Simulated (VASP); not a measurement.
# HfC (Fm-3m) in VASP: a series of runs, part 2 of 2

VASP 6.6.1. The steps go on from the part before.

**3. Single point, r2SCAN (volume scaled by 0.960)**

Input file POSCAR:

```
HfC
1.0
    0.0000000000      2.2889830928      2.2889830928
    2.2889830928      0.0000000000      2.2889830928
    2.2889830928      2.2889830928      0.0000000000
Hf C
1 1
Direct
    0.5000000000      0.5000000000      0.5000000000
    0.0000000000      0.0000000000      0.0000000000
```

Input file INCAR.step1:

```
ALGO = Normal
EDIFF = 1E-4
ENCUT = 520
GGA = PE
ISMEAR = 0
LASPH = True
LCHARG = False
LREAL = False
LWAVE = True
NBANDS = 14
NELM = 100
PREC = Accurate
SIGMA = 0.05
```

Input file INCAR.step2:

```
ALGO = Normal
EDIFF = 1E-7
ENCUT = 520
ISIF = 2
ISMEAR = 0
ISTART = 1
LASPH = True
LCHARG = False
LMIXTAU = True
LREAL = False
LWAVE = False
METAGGA = R2SCAN
NBANDS = 14
NELM = 100
PREC = Accurate
SIGMA = 0.05
```

Input file KPOINTS:

```
k-points
0
Gamma
  12 12 12
```

Potentials or basis: VASP PAW PBE potentials, release 64 (Hf_pv, C).

Command:

```
cat potpaw_PBE.64/Hf_pv/POTCAR potpaw_PBE.64/C/POTCAR > POTCAR
cp INCAR.step1 INCAR
mpirun -np 1 vasp_std > vasp.out
cp INCAR.step2 INCAR
mpirun -np 1 vasp_std > vasp.out
```

OUTCAR:

```text
EDIFF = 1E-7
   ENCUT = 520
   ISIF = 2
   ISMEAR = 0
   ISTART = 1
   LASPH = True
   LREAL = False
   METAGGA = R2SCAN
   NELM = 100
   PREC = Accurate

 ion  position               nearest neighbor table
   1  0.500  0.500  0.500-   2 2.29   2 2.29   2 2.29   2 2.29   2 2.29   2 2.29
   2  0.000  0.000  0.000-   1 2.29   1 2.29   1 2.29   1 2.29   1 2.29   1 2.29

  LATTYP: Found a face centered cubic cell.
 ALAT       =     4.5779661856

  Lattice vectors:

 A1 = (   0.0000000000,   2.2889830928,   2.2889830928)
 A2 = (   2.2889830928,   0.0000000000,   2.2889830928)
 A3 = (   2.2889830928,   2.2889830928,   0.0000000000)

Analysis of symmetry for initial positions (statically):
=====================================================================
 Subroutine PRICEL returns:
 Original cell was already a primitive cell.

 Routine SETGRP: Setting up the symmetry group for a
 face centered cubic supercell.

 Subroutine GETGRP returns: Found 48 space group operations
 (whereof 48 operations were pure point group operations)
 out of a pool of 48 trial point group operations.

The static configuration has the point symmetry O_h .

Analysis of symmetry for dynamics (positions and initial velocities):
=====================================================================
 Subroutine PRICEL returns:
 Original cell was already a primitive cell.

 Routine SETGRP: Setting up the symmetry group for a
 face centered cubic supercell.

 Subroutine GETGRP returns: Found 48 space group operations
 (whereof 48 operations were pure point group operations)
 out of a pool of 48 trial point group operations.

The dynamic configuration has the point symmetry O_h .

 Subroutine INISYM returns: Found 48 space group operations
 (whereof 48 operations are pure point group operations),
 and found     1 'primitive' translations

----------------------------------------------------------------------------------------

                                     Primitive cell

  volume of cell :      23.9860

  direct lattice vectors                    reciprocal lattice vectors
     0.000000000  2.288983093  2.288983093    -0.218437612  0.218437612  0.218437612
     2.288983093  0.000000000  2.288983093     0.218437612 -0.218437612  0.218437612
     2.288983093  2.288983093  0.000000000     0.218437612  0.218437612 -0.218437612

  length of vectors
     3.237110934  3.237110934  3.237110934     0.378345042  0.378345042  0.378345042

  position of ions in fractional coordinates (direct lattice)
     0.500000000  0.500000000  0.500000000
     0.000000000  0.000000000  0.000000000

  ion indices of the primitive-cell ions
   primitive index   ion index
                 1           1
                 2           2

----------------------------------------------------------------------------------------

 KPOINTS: k-points

Automatic generation of k-mesh.
 Grid dimensions read from file:
 generate k-points for:   12   12   12

 Generating k-lattice:

  Cartesian coordinates                     Fractional coordinates (reciprocal lattice)
    -0.018203134  0.018203134  0.018203134     0.083333333  0.000000000  0.000000000
[... 42 lines left out ...]
   number of dos      NEDOS =    301   number of ions     NIONS =      2
   total plane-waves  NPLWV =  13824
   dimension x,y,z NGX =    24 NGY =   24 NGZ =   24
   dimension x,y,z NGXF=    48 NGYF=   48 NGZF=   48
   ions per type =               1   1
   NGX,Y,Z   is equivalent  to a cutoff of  12.33, 12.33, 12.33 a.u.
   NGXF,Y,Z  is equivalent  to a cutoff of  24.65, 24.65, 24.65 a.u.
 SYSTEM =  unknown system
   PREC   = accura    normal or accurate (medium, high low for compatibility)
   ISTART =      1    job   : 0-new  1-cont  2-samecut
   ICHARG =      0    charge: 1-file 2-atom 10-const
   ISPIN  =      1    spin polarized calculation?
   LNONCOLLINEAR =      F non collinear calculations
   LSORBIT =      F    spin-orbit coupling
   LASPH  =      T    aspherical Exc in radial PAW
   ENCUT  =  520.0 eV  38.22 Ry    6.18 a.u.   6.02  6.02  6.02*2*pi/ulx,y,z
   NELM   =    100;   NELMIN=  2; NELMDL=  0     # of ELM steps
   EDIFF  = 0.1E-06   stopping-criterion for ELM
   LREAL  =      F    real-space projection
   EDIFFG = 0.1E-05   stopping-criterion for IOM
   NSW    =      0    number of steps for IOM
   IBRION =     -1    ionic relax: 0-MD 1-quasi-New 2-CG
   NFREE  =      0    steps in history (QN), initial steepest desc. (CG)
   ISIF   =      2    stress and relaxation
   ISYM   =      2    0-nonsym 1-usesym 2-fastsym
   POTIM  = 0.5000    time-step for ionic-motion
   TEBEG  =    0.0;   TEEND  =   0.0 temperature during run
   PSTRESS=    0.0 pullay stress
   NELECT =      14.0000    total number of electrons
   NUPDOWN=      -1.0000    fix difference up-down
   EMIN   =  10.00;   EMAX   =-10.00  energy-range for DOS
   EFERMI =   0.00;   METHOD = LEGACY
   ISMEAR =     0;   SIGMA  =   0.05  broadening in eV -4-tet -1-fermi 0-gaus
   EFERMI_NEDOS =   21; number of points for ismear=-14 and -15
   IALGO  =     38    algorithm
   IMIX   =      4    mixing-type and parameters
     AMIX     =   0.40;   BMIX     =  1.00
     AMIX_MAG =   1.60;   BMIX_MAG =  1.00
  volume/ion in A,a.u.               =      11.99        80.93
  Fermi-wavevector in a.u.,A,eV,Ry     =   1.368143  2.585416 25.467605  1.871816
  Thomas-Fermi vector in A             =   2.494133
   LORBIT       =      0    0 simple, 1 ext, 2 COOP (PROOUT), +10 PAW based schemes
   METAGGA = R2SCAN    functional components
   LHFCALC =     F    Hartree Fock is set to
   AEXX    =    0.0000 exact exchange contribution
   IVDW    =     0    specifies the selected vdW correction
   LEPSILON=     F    determine dielectric tensor
   LRPA    =     F    only Hartree local field effects (RPA)
 non-spin polarized calculation
 Gauss-broadening in eV      SIGMA  =   0.05
  energy-cutoff  :      520.00
  volume of cell :       23.99
 maximum number of plane-waves:       656
   NGX = 13   NGY = 13   NGZ = 13

 number of electron      14.0000000 magnetization

 Free energy of the ion-electron system (eV)
  ---------------------------------------------------
  ext. energy  EPLUGINS =         0.00000000
  ---------------------------------------------------
  free energy    TOTEN  =       -57.31481312 eV

  energy without entropy =      -57.31425019  energy(sigma->0) =      -57.31453165

 E-fermi :   6.3415     XC(G=0): -13.3651

 val. band max:        6.1817337931   @ k =   0.0833   0.0000   0.0000
 cond. band min:       6.3682043200   @ k =   0.4167   0.3333   0.0000
 fundamental gap:      0.1864705269
 Fermi energy:         6.3414591924

 k-point     1 :       0.0000    0.0000    0.0000
  band No.  band energies     occupation
      1     -24.2586      2.00000
      2     -24.2586      2.00000
      3     -24.2586      2.00000
      4      -7.0202      2.00000
      5       7.2872      0.00000
      6       7.2872      0.00000
      7       7.2872      0.00000
      8       7.9077      0.00000
      9       7.9077      0.00000
     10       7.9077      0.00000
     11       9.9508      0.00000
     12       9.9508      0.00000
     13      14.3071      0.00000
     14      18.1543      0.00000
[... 377 lines left out ...]
      1     -24.9952      2.00000
      2     -24.4849      2.00000
      3     -24.3656      2.00000
      4      -3.4673      2.00000
      5       0.4809      2.00000
      6       3.2159      2.00000
      7       3.2526      2.00000
      8      10.9881      0.00000
      9      11.8621      0.00000
     10      12.1226      0.00000
     11      15.7895      0.00000
     12      17.2814      0.00000
     13      18.2307      0.00000
     14      19.2995      0.00000

 [... further k-points ...]

------------------------ aborting loop because EDIFF is reached ----------------------------------------

  FORCE on cell =-STRESS in cart. coord.  units (eV):
  Direction    XX          YY          ZZ          XY          YZ          ZX
  --------------------------------------------------------------------------------------
  -------------------------------------------------------------------------------------
  Total        1.4903345      1.4903345      1.4903345      0.0000000      0.0000000      0.0000000
  in kB       99.5489267     99.5489267     99.5489267      0.0000000      0.0000000      0.0000000
  external PRESSURE =      99.5489267 kB  Pullay stress =       0.0000000 kB

 VOLUME and BASIS-vectors are now :
 -----------------------------------------------------------------------------
  energy-cutoff  :      520.00
  volume of cell :       23.99
      direct lattice vectors                 reciprocal lattice vectors
     0.000000000  2.288983093  2.288983093    -0.218437612  0.218437612  0.218437612
     2.288983093  0.000000000  2.288983093     0.218437612 -0.218437612  0.218437612
     2.288983093  2.288983093  0.000000000     0.218437612  0.218437612 -0.218437612

 POSITION                                       TOTAL-FORCE (eV/Angst)
 -----------------------------------------------------------------------------------
      2.28898      2.28898      2.28898        -0.000000     -0.000000     -0.000000
      0.00000      0.00000      0.00000         0.000000      0.000000      0.000000
 -----------------------------------------------------------------------------------
    total drift:                                0.000000     -0.000000      0.000000

  FREE ENERGIE OF THE ION-ELECTRON SYSTEM (eV)
  ---------------------------------------------------
  free  energy   TOTEN  =       -57.3148131243 eV

  energy  without entropy=      -57.3142501855  energy(sigma->0) =      -57.31453165
```

OUTCAR.step1:

```text
EDIFF = 1E-4
   ENCUT = 520
   GGA = PE
   ISMEAR = 0
   LASPH = True
[... 628 lines left out ...]
 -----------------------------------------------------------------------------------
      2.28898      2.28898      2.28898        -0.000000     -0.000000     -0.000000
      0.00000      0.00000      0.00000         0.000000      0.000000      0.000000
 -----------------------------------------------------------------------------------
    total drift:                                0.000000     -0.000000      0.000000

  FREE ENERGIE OF THE ION-ELECTRON SYSTEM (eV)
  ---------------------------------------------------
  free  energy   TOTEN  =       -21.0063276843 eV

  energy  without entropy=      -21.0058022812  energy(sigma->0) =      -21.00606498
```

It took 39 s on 1 thread of Intel Xeon Platinum 8559C (Emerald Rapids), shared host; peak memory 0.16 GiB.

Results:

| Property | Result |
| --- | --- |
| Free energy | -57.3148 eV |
| Pressure | 10.0 GPa |
| Band gap on the k mesh | zero (band 7 reaches 7.29 eV, above the bottom of band 8 at 5.84 eV) |

Caveat: the cell differs from its parent crystal (volume scaled by 0.960); the PAW data sets were made with another functional, which shifts forces and pressure a little; spin-orbit coupling is left out, which moves the levels of the heavy elements.

**4. Single point, r2SCAN (volume scaled by 0.980)**

Input file POSCAR:

```
HfC
1.0
    0.0000000000      2.3047696820      2.3047696820
    2.3047696820      0.0000000000      2.3047696820
    2.3047696820      2.3047696820      0.0000000000
Hf C
1 1
Direct
    0.5000000000      0.5000000000      0.5000000000
    0.0000000000      0.0000000000      0.0000000000
```

Input file INCAR.step1:

```
PREC = Accurate ; ENCUT = 520
ISMEAR = 0 ; SIGMA = 0.05
LREAL = False ; LASPH = True
NELM = 80 ; NBANDS = 14
GGA = PE ; ALGO = Normal
EDIFF = 1E-4 ; LWAVE = True
LCHARG = False
```

Input file INCAR.step2:

```
PREC = Accurate ; ENCUT = 520
EDIFF = 1E-7 ; ISMEAR = 0
SIGMA = 0.05 ; LREAL = False
LASPH = True ; NELM = 80
ALGO = Normal ; ISIF = 2
LWAVE = False ; LCHARG = True
METAGGA = R2SCAN ; LMIXTAU = True
LELF = True ; LVHAR = True
NBANDS = 14 ; ISTART = 1
```

Input file KPOINTS:

```
Automatic mesh
0
Gamma
  12 12 12
```

Command:

```
cat potpaw_PBE.64/Hf_pv/POTCAR potpaw_PBE.64/C/POTCAR > POTCAR
cp INCAR.step1 INCAR
mpirun -np 1 vasp_std > vasp.out
cp INCAR.step2 INCAR
mpirun -np 1 vasp_std > vasp.out
```

Wall time 42 s (1 thread of Intel Xeon Platinum 8559C (Emerald Rapids), shared host); peak memory 0.15 GiB.

It converged, with:

| Property | Result |
| --- | --- |
| Free energy | -57.3369 eV |
| Pressure | 4.2 GPa |
| Band gap on the k mesh | zero (band 7 reaches 7.11 eV, above the bottom of band 8 at 5.68 eV) |

Levels at points of the mesh, in eV from the Fermi level:
| k point | band 4 | band 5 | band 6 | band 7 | band 8 | band 9 | band 10 | band 11 |
| --- | --- | --- | --- | --- | --- | --- | --- | --- |
| (0.00, 0.00, 0.00) | -13.25 | 0.94 | 0.94 | 0.94 | 1.57 | 1.57 | 1.57 | 3.55 |
| (0.50, 0.00, 0.00) | -9.35 | -6.52 | -3.32 | -3.32 | 5.73 | 5.73 | 6.29 | 7.04 |
| (0.50, 0.50, 0.00) | -11.36 | -2.86 | -1.79 | -0.23 | -0.23 | 5.54 | 7.21 | 7.21 |

Caveat: the cell differs from its parent crystal (volume scaled by 0.980); the PAW data sets were made with another functional, which shifts forces and pressure a little; spin-orbit coupling is left out, which moves the levels of the heavy elements.

**5. Single point, r2SCAN**

This run uses another cell than the first one, of 12.44 Å³/atom, 0.989 times its volume.

Input file POSCAR:

```
HfC
1.0
    0.0000000000      2.3169374045      2.3169374045
    2.3169374045      0.0000000000      2.3169374045
    2.3169374045      2.3169374045      0.0000000000
Hf C
1 1
Direct
    0.5000000000      0.5000000000      0.5000000000
    0.0000000000      0.0000000000      0.0000000000
```

Input file INCAR.step1:

```
SYSTEM = HfC
PREC = Accurate ; ENCUT = 520
ISMEAR = 0 ; SIGMA = 0.05
LREAL = .FALSE. ; LASPH = .TRUE.
NELM = 60 ; NBANDS = 14
GGA = PE ; ALGO = Normal
EDIFF = 1E-4 ; LWAVE = .TRUE.
LCHARG = .FALSE.
```

Input file INCAR.step2:

```
SYSTEM = HfC
PREC = Accurate ; ENCUT = 520
EDIFF = 1E-6 ; ISMEAR = 0
SIGMA = 0.05 ; LREAL = .FALSE.
LASPH = .TRUE. ; NELM = 60
ALGO = Normal ; ISIF = 2
LWAVE = .FALSE. ; LCHARG = .FALSE.
METAGGA = R2SCAN ; LMIXTAU = .TRUE.
NBANDS = 14 ; ISTART = 1
```

Input file KPOINTS:

```
Automatic mesh
0
G
  12 12 12
  0 0 0
```

Potentials or basis: VASP PAW PBE potentials, release 64 (Hf_pv, C).

Command:

```
cat potpaw_PBE.64/Hf_pv/POTCAR potpaw_PBE.64/C/POTCAR > POTCAR
cp INCAR.step1 INCAR
mpirun -np 1 vasp_std > vasp.out
cp INCAR.step2 INCAR
mpirun -np 1 vasp_std > vasp.out
```

OUTCAR:

```text
SYSTEM = HfC
   PREC = Accurate
   ENCUT = 520
   EDIFF = 1E-6
   ISMEAR = 0
   LREAL = .FALSE.
   LASPH = .TRUE.
   NELM = 60
   ISIF = 2
   METAGGA = R2SCAN
   ISTART = 1

 ion  position               nearest neighbor table
   1  0.500  0.500  0.500-   2 2.32   2 2.32   2 2.32   2 2.32   2 2.32   2 2.32
   2  0.000  0.000  0.000-   1 2.32   1 2.32   1 2.32   1 2.32   1 2.32   1 2.32

  LATTYP: Found a face centered cubic cell.
 ALAT       =     4.6338748090

  Lattice vectors:

[... 596 lines left out ...]

  FORCE on cell =-STRESS in cart. coord.  units (eV):
  Direction    XX          YY          ZZ          XY          YZ          ZX
  --------------------------------------------------------------------------------------
  -------------------------------------------------------------------------------------
  Total        0.0063108      0.0063108      0.0063108      0.0000000      0.0000000     -0.0000000
  in kB        0.4064664      0.4064664      0.4064664      0.0000000      0.0000000     -0.0000000
  external PRESSURE =       0.4064664 kB  Pullay stress =       0.0000000 kB

 VOLUME and BASIS-vectors are now :
 -----------------------------------------------------------------------------
  energy-cutoff  :      520.00
  volume of cell :       24.88
      direct lattice vectors                 reciprocal lattice vectors
     0.000000000  2.316937404  2.316937404    -0.215802118  0.215802118  0.215802118
     2.316937404  0.000000000  2.316937404     0.215802118 -0.215802118  0.215802118
     2.316937404  2.316937404  0.000000000     0.215802118  0.215802118 -0.215802118

 POSITION                                       TOTAL-FORCE (eV/Angst)
 -----------------------------------------------------------------------------------
      2.31694      2.31694      2.31694        -0.000000     -0.000000     -0.000000
      0.00000      0.00000      0.00000         0.000000      0.000000      0.000000
 -----------------------------------------------------------------------------------
    total drift:                                0.000000     -0.000000      0.000000

  FREE ENERGIE OF THE ION-ELECTRON SYSTEM (eV)
  ---------------------------------------------------
  free  energy   TOTEN  =       -57.3421860390 eV

  energy  without entropy=      -57.3416315396  energy(sigma->0) =      -57.34190879
```

Run time: 38 s. Hardware: 1 thread of Intel Xeon Platinum 8559C (Emerald Rapids), shared host; peak memory 0.16 GiB.

What came out:

```yaml
Free_energy: -57.3422 eV
Pressure: 0.0 GPa
Band_gap_on_the_k_mesh: zero (band 7 reaches 6.98 eV, above the bottom of band 8 at 5.56 eV)
```

Caveat: the PAW data sets were made with another functional, which shifts forces and pressure a little; spin-orbit coupling is left out, which moves the levels of the heavy elements.

**6. Overview**

```csv
level,cell,k mesh,gap on the mesh (eV),pressure (GPa)
PBE,"a = 3.289 Å, angles 60.0°, 2 atoms",8 × 8 × 8,none,-0.7
r2SCAN,"a = 3.237 Å, angles 60.0°, 2 atoms",12 × 12 × 12,none,10.0
r2SCAN,"a = 3.259 Å, angles 60.0°, 2 atoms",12 × 12 × 12,none,4.2
r2SCAN,"a = 3.277 Å, angles 60.0°, 2 atoms",12 × 12 × 12,none,0.0
```

Alike in all rows: task single point; potentials or basis VASP PAW PBE potentials, release 64 (Hf_pv, C); no spin polarisation; cutoff (eV) 520; smearing gaussian 0.05 eV.

Caveats: spin-orbit coupling is left out, which moves the levels of the heavy elements; the PAW data sets were made with another functional, which shifts forces and pressure a little (some runs).

Total energies depend on the potentials used, so only differences within one code and one set of settings carry meaning.
